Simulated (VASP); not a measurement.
# LiGd (Pm-3m) in VASP: single point with PBE

Aim: the single point of LiGd with PBE.

Program: VASP 6.6.1. These are calculated values, not measurements. Logs are shortened: lines on timing, memory, paths and dates and some standing lists are left out, and cuts for length are marked.

## Step 1: The cell of the first run

It takes space group Pm-3m (No. 221, cubic). The conventional cell has a = 3.750 Å, b = 3.750 Å, c = 3.750 Å, α = 90.00°, β = 90.00°, γ = 90.00°. Within 4.3 Å of Li (site symmetry m-3m) lie 8 Gd at 3.25 Å and 6 Li at 3.75 Å. Within 4.3 Å of Gd (site symmetry m-3m) lie 8 Li at 3.25 Å and 6 Gd at 3.75 Å.

## Step 2: Single point, PBE, collinear spin, ferromagnetic start

INCAR

```
SYSTEM = LiGd
PREC = Accurate
ENCUT = 520
EDIFF = 1E-6
ISMEAR = 0
SIGMA = 0.1
LREAL = .FALSE.
LASPH = .TRUE.
NELM = 150
ALGO = Normal
ISIF = 2
LWAVE = .FALSE.
LCHARG = .TRUE.
ISPIN = 2
MAGMOM = 0 7.93
LORBIT = 11
LMAXMIX = 6
GGA = PE
LELF = .TRUE.
LVHAR = .TRUE.
NBANDS = 22
```

KPOINTS

```
regular mesh
0
G
  16 16 16
  0 0 0
```

POSCAR

```
LiGd
1.0
    3.7499138130      0.0000000000      0.0000000000
    0.0000000000      3.7499138130      0.0000000000
    0.0000000000      0.0000000000      3.7499138130
Li Gd
1 1
Direct
    0.5000000000      0.5000000000      0.5000000000
    0.0000000000      0.0000000000      0.0000000000
```

Potentials or basis: VASP PAW PBE potentials, release 64 (Li_sv, Gd).

On the command line:

```
$ cat potpaw_PBE.64/Li_sv/POTCAR potpaw_PBE.64/Gd/POTCAR > POTCAR
$ mpirun -np 1 vasp_std > vasp.out
```

OUTCAR:

```text
SYSTEM = LiGd
   PREC = Accurate
   ENCUT = 520
   EDIFF = 1E-6
   ISMEAR = 0
   LREAL = .FALSE.
   LASPH = .TRUE.
   NELM = 150
   ISIF = 2
   ISPIN = 2
   LORBIT = 11
   GGA = PE

 ion  position               nearest neighbor table
   1  0.500  0.500  0.500-
   2  0.000  0.000  0.000-

  LATTYP: Found a simple cubic cell.
 ALAT       =     3.7499138130

  Lattice vectors:

 A1 = (   3.7499138130,   0.0000000000,   0.0000000000)
 A2 = (   0.0000000000,   3.7499138130,   0.0000000000)
 A3 = (   0.0000000000,   0.0000000000,   3.7499138130)

Analysis of symmetry for initial positions (statically):
=====================================================================
 Subroutine PRICEL returns:
 Original cell was already a primitive cell.

 Routine SETGRP: Setting up the symmetry group for a
 simple cubic supercell.

 Subroutine GETGRP returns: Found 48 space group operations
 (whereof 48 operations were pure point group operations)
 out of a pool of 48 trial point group operations.

The static configuration has the point symmetry O_h .

Analysis of symmetry for dynamics (positions and initial velocities):
=====================================================================
 Subroutine PRICEL returns:
 Original cell was already a primitive cell.

 Routine SETGRP: Setting up the symmetry group for a
 simple cubic supercell.

 Subroutine GETGRP returns: Found 48 space group operations
 (whereof 48 operations were pure point group operations)
 out of a pool of 48 trial point group operations.

The dynamic configuration has the point symmetry O_h .

Analysis of structural, dynamic, and magnetic symmetry:
=====================================================================
 Subroutine PRICEL returns:
 Original cell was already a primitive cell.

 Routine SETGRP: Setting up the symmetry group for a
 simple cubic supercell.

 Subroutine GETGRP returns: Found 48 space group operations
 (whereof 48 operations were pure point group operations)
 out of a pool of 48 trial point group operations.

The overall configuration has the point symmetry O_h .

 Subroutine INISYM returns: Found 48 space group operations
 (whereof 48 operations are pure point group operations),
 and found     1 'primitive' translations

----------------------------------------------------------------------------------------

                                     Primitive cell

  volume of cell :      52.7307

  direct lattice vectors                    reciprocal lattice vectors
     3.749913813  0.000000000  0.000000000     0.266672796  0.000000000  0.000000000
     0.000000000  3.749913813  0.000000000     0.000000000  0.266672796  0.000000000
     0.000000000  0.000000000  3.749913813     0.000000000  0.000000000  0.266672796

  length of vectors
     3.749913813  3.749913813  3.749913813     0.266672796  0.266672796  0.266672796

  position of ions in fractional coordinates (direct lattice)
     0.500000000  0.500000000  0.500000000
     0.000000000  0.000000000  0.000000000

  ion indices of the primitive-cell ions
   primitive index   ion index
                 1           1
                 2           2

----------------------------------------------------------------------------------------

 KPOINTS: regular mesh

Automatic generation of k-mesh.
 Grid dimensions read from file:
 generate k-points for:   16   16   16

 Generating k-lattice:

  Cartesian coordinates                     Fractional coordinates (reciprocal lattice)
     0.016667050  0.000000000  0.000000000     0.062500000  0.000000000  0.000000000
     0.000000000  0.016667050  0.000000000     0.000000000  0.062500000  0.000000000
     0.000000000  0.000000000  0.016667050     0.000000000  0.000000000  0.062500000

  Length of vectors
     0.016667050  0.016667050  0.016667050

  Shift w.r.t. Gamma in fractional coordinates (k-lattice)
     0.000000000  0.000000000  0.000000000

 Subroutine IBZKPT returns following result:
 ===========================================

 Found    165 irreducible k-points:

 Following reciprocal coordinates:
            Coordinates               Weight
  0.000000  0.000000  0.000000      1.000000
  0.062500  0.000000  0.000000      6.000000
  0.125000  0.000000  0.000000      6.000000
  0.187500  0.000000  0.000000      6.000000
  0.250000  0.000000  0.000000      6.000000
  0.312500  0.000000  0.000000      6.000000
[... 16 lines left out ...]
  0.437500  0.125000  0.000000     24.000000
  0.500000  0.125000  0.000000     12.000000
 [... further k-points ...]
   k-points           NKPTS =    165   k-points in BZ     NKDIM =    165   number of bands    NBANDS=     22
   number of dos      NEDOS =    301   number of ions     NIONS =      2
   total plane-waves  NPLWV =  21952
   dimension x,y,z NGX =    28 NGY =   28 NGZ =   28
   dimension x,y,z NGXF=    56 NGYF=   56 NGZF=   56
   ions per type =               1   1
   NGX,Y,Z   is equivalent  to a cutoff of  12.41, 12.41, 12.41 a.u.
   NGXF,Y,Z  is equivalent  to a cutoff of  24.83, 24.83, 24.83 a.u.
 SYSTEM =  LiGd
   PREC   = accura    normal or accurate (medium, high low for compatibility)
   ISTART =      0    job   : 0-new  1-cont  2-samecut
   ICHARG =      2    charge: 1-file 2-atom 10-const
   ISPIN  =      2    spin polarized calculation?
   LNONCOLLINEAR =      F non collinear calculations
   LSORBIT =      F    spin-orbit coupling
   LASPH  =      T    aspherical Exc in radial PAW
   ENCUT  =  520.0 eV  38.22 Ry    6.18 a.u.   6.97  6.97  6.97*2*pi/ulx,y,z
   NELM   =    150;   NELMIN=  2; NELMDL= -5     # of ELM steps
   EDIFF  = 0.1E-05   stopping-criterion for ELM
   LREAL  =      F    real-space projection
   EDIFFG = 0.1E-04   stopping-criterion for IOM
   NSW    =      0    number of steps for IOM
   IBRION =     -1    ionic relax: 0-MD 1-quasi-New 2-CG
   NFREE  =      0    steps in history (QN), initial steepest desc. (CG)
   ISIF   =      2    stress and relaxation
   ISYM   =      2    0-nonsym 1-usesym 2-fastsym
   POTIM  = 0.5000    time-step for ionic-motion
   TEBEG  =    0.0;   TEEND  =   0.0 temperature during run
   PSTRESS=    0.0 pullay stress
   NELECT =      21.0000    total number of electrons
   NUPDOWN=      -1.0000    fix difference up-down
   EMIN   =  10.00;   EMAX   =-10.00  energy-range for DOS
   EFERMI =   0.00;   METHOD = LEGACY
   ISMEAR =     0;   SIGMA  =   0.10  broadening in eV -4-tet -1-fermi 0-gaus
   EFERMI_NEDOS =   21; number of points for ismear=-14 and -15
   IALGO  =     38    algorithm
   IMIX   =      4    mixing-type and parameters
     AMIX     =   0.40;   BMIX     =  1.00
     AMIX_MAG =   1.60;   BMIX_MAG =  1.00
  volume/ion in A,a.u.               =      26.37       177.92
  Fermi-wavevector in a.u.,A,eV,Ry     =   1.204463  2.276104 19.738381  1.450730
  Thomas-Fermi vector in A             =   2.340187
   LORBIT       =     11    0 simple, 1 ext, 2 COOP (PROOUT), +10 PAW based schemes
   GGA     = PE    functional components
   LHFCALC =     F    Hartree Fock is set to
   AEXX    =    0.0000 exact exchange contribution
   IVDW    =     0    specifies the selected vdW correction
   LEPSILON=     F    determine dielectric tensor
   LRPA    =     F    only Hartree local field effects (RPA)
 spin polarized calculation
 Gauss-broadening in eV      SIGMA  =   0.10
  energy-cutoff  :      520.00
  volume of cell :       52.73
 maximum number of plane-waves:      1452
 NGX is ok and might be reduce to    28
   NGX = 13   NGY = 13   NGZ = 13

 number of electron      20.9999972 magnetization       7.7291650

 Free energy of the ion-electron system (eV)
  ---------------------------------------------------
  ext. energy  EPLUGINS =         0.00000000
  ---------------------------------------------------
  free energy    TOTEN  =       -13.35550406 eV

  energy without entropy =      -13.34095194  energy(sigma->0) =      -13.34822800

 E-fermi :   2.0386     XC(G=0):  -8.9544

 val. band max:        2.0349600401   @ k =   0.3750   0.1875   0.0625
 cond. band min:       2.0398140869   @ k =   0.5000   0.3750   0.2500
 fundamental gap:      0.0048540469
 Fermi energy:         2.0385782522

 spin component 1

 k-point     1 :       0.0000    0.0000    0.0000
  band No.  band energies     occupation
      1     -43.5949      1.00000
      2     -43.4111      1.00000
      3     -20.6623      1.00000
      4     -20.6623      1.00000
      5     -20.6623      1.00000
      6      -2.9246      1.00000
[... 14 lines left out ...]
     21       7.3585      0.00000
     22      13.2665      0.00000

 k-point     2 :       0.0625    0.0000    0.0000
  band No.  band energies     occupation
      1     -43.5947      1.00000
      2     -43.4108      1.00000
      3     -20.6723      1.00000
      4     -20.6614      1.00000
      5     -20.6614      1.00000
      6      -2.9272      1.00000
[... 542 lines left out ...]
 k-point    24 :       0.5000    0.1250    0.0000
  band No.  band energies     occupation
      1     -43.5892      1.00000
      2     -43.4023      1.00000
      3     -20.9137      1.00000
      4     -20.6770      1.00000
      5     -20.6365      1.00000
      6      -2.9729      1.00000
[... 14 lines left out ...]
     21      10.4167      0.00000
     22      11.8118      0.00000

 [... further k-points ...]

 spin component 2

 k-point     1 :       0.0000    0.0000    0.0000
  band No.  band energies     occupation
      1     -43.5788      1.00000
      2     -40.1688      1.00000
      3     -18.2891      1.00000
      4     -18.2891      1.00000
      5     -18.2891      1.00000
      6      -1.7991      1.00000
[... 14 lines left out ...]
     21       7.8753      0.00000
     22      13.9301      0.00000

 k-point     2 :       0.0625    0.0000    0.0000
  band No.  band energies     occupation
      1     -43.5788      1.00000
      2     -40.1683      1.00000
      3     -18.3014      1.00000
      4     -18.2880      1.00000
      5     -18.2880      1.00000
      6      -1.7476      1.00000
[... 542 lines left out ...]
 k-point    24 :       0.5000    0.1250    0.0000
  band No.  band energies     occupation
      1     -43.5781      1.00000
      2     -40.1517      1.00000
      3     -18.5941      1.00000
      4     -18.3054      1.00000
      5     -18.2560      1.00000
      6       0.2675      1.00000
[... 14 lines left out ...]
     21      11.2283      0.00000
     22      12.2967      0.00000

 [... further k-points ...]
[... 5 lines left out ...]
  --------------------------------------------------------------------------------------
  -------------------------------------------------------------------------------------
  Total       -0.0552357     -0.0552357     -0.0552357      0.0000000      0.0000000      0.0000000
  in kB       -1.6782887     -1.6782887     -1.6782887      0.0000000      0.0000000      0.0000000
  external PRESSURE =      -1.6782887 kB  Pullay stress =       0.0000000 kB

 VOLUME and BASIS-vectors are now :
 -----------------------------------------------------------------------------
  energy-cutoff  :      520.00
  volume of cell :       52.73
      direct lattice vectors                 reciprocal lattice vectors
     3.749913813  0.000000000  0.000000000     0.266672796  0.000000000  0.000000000
     0.000000000  3.749913813  0.000000000     0.000000000  0.266672796  0.000000000
     0.000000000  0.000000000  3.749913813     0.000000000  0.000000000  0.266672796

 POSITION                                       TOTAL-FORCE (eV/Angst)
 -----------------------------------------------------------------------------------
      1.87496      1.87496      1.87496         0.000000      0.000000      0.000000
      0.00000      0.00000      0.00000         0.000000      0.000000      0.000000
 -----------------------------------------------------------------------------------
    total drift:                                0.000000      0.000000      0.000000

  FREE ENERGIE OF THE ION-ELECTRON SYSTEM (eV)
  ---------------------------------------------------
  free  energy   TOTEN  =       -13.3555040623 eV

  energy  without entropy=      -13.3409519379  energy(sigma->0) =      -13.34822800

 total charge

# of ion       s       p       d       f       tot
--------------------------------------------------
    1        2.047   0.055   0.000   0.000   2.103
    2        2.065   5.571   0.525   7.003  15.163
--------------------------------------------------
tot          4.112   5.626   0.525   7.003  17.266

 magnetization (x)

# of ion       s       p       d       f       tot
--------------------------------------------------
    1        0.000   0.007   0.000   0.000   0.007
    2        0.007  -0.066   0.234   6.805   6.979
--------------------------------------------------
tot          0.008  -0.059   0.234   6.805   6.987
```

Wall time 8.3 min (1 thread of AMD EPYC 9R45 (Zen 5), shared host); peak memory 0.38 GiB.

Results:

```yaml
Free_energy: -13.3555 eV
Net_moment: 7.73 μB per cell
Site_moments: Li +0.01; Gd +6.98 μB
Valence_electrons_inside_the_program's_atomic_spheres: Li 2.10; Gd 15.16
```

Caveat: the cutoff is under 1.25 times the usual one of these potentials, so pressure, stress and relaxed cells hold a basis-set (Pulay) error; spin-orbit coupling is left out, which moves the levels of the heavy elements; without U or exact exchange the open f shell lies at the Fermi level, which spoils levels, moments and volumes. The state reached can hang on the start; a lower one may exist.
